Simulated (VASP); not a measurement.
Input of a VASP 6.6.1 run:

Contents of INCAR:

```
  PREC = Accurate
  ENCUT = 520
  EDIFF = 1E-6
  ISMEAR = -1
  SIGMA = 0.05
  LREAL = False
  LASPH = True
  NELM = 60
  ALGO = Normal
  ISIF = 2
  LWAVE = False
  LCHARG = False
  NBANDS = 28
```

Contents of KPOINTS:

```
Automatic mesh
0
Gamma
  5 5 8
```

The input POSCAR:

```
La2O3
1.0
    6.2841773941      0.0000000000      0.0000000000
   -3.1420886970      5.4422572652      0.0000000000
    0.0000000000      0.0000000000      3.2454307304
La O
2 3
Direct
    0.6666666667      0.3333333333      0.4981030000
    0.3333333333      0.6666666667      0.5018970000
    0.5046070000      0.0000000000      0.0000000000
    0.0000000000      0.5046070000      0.0000000000
    0.4953930000      0.4953930000      0.0000000000
```

Potentials or basis: VASP PAW LDA potentials, release 64 (La, O).

Launch:

```console
$ cat potpaw_LDA.64/La/POTCAR potpaw_LDA.64/O/POTCAR > POTCAR
$ mpirun -np 1 vasp_std > vasp.out
```

Task: Predict the largest force.

Result: 0.039 eV/Å.

Task: Predict the band gap on the k mesh.

Result: 1.28 eV, indirect (least direct gap 1.85 eV).

Task: Predict the pressure.

Result: -1.5 GPa.

Stress tensor (GPa, compression positive):
```
-1.27  0.00  0.00
 0.00 -1.27  0.00
 0.00  0.00 -1.89
```

Caveat: spin-orbit coupling is left out, which moves the levels of the heavy elements. A k mesh can miss the band edges.
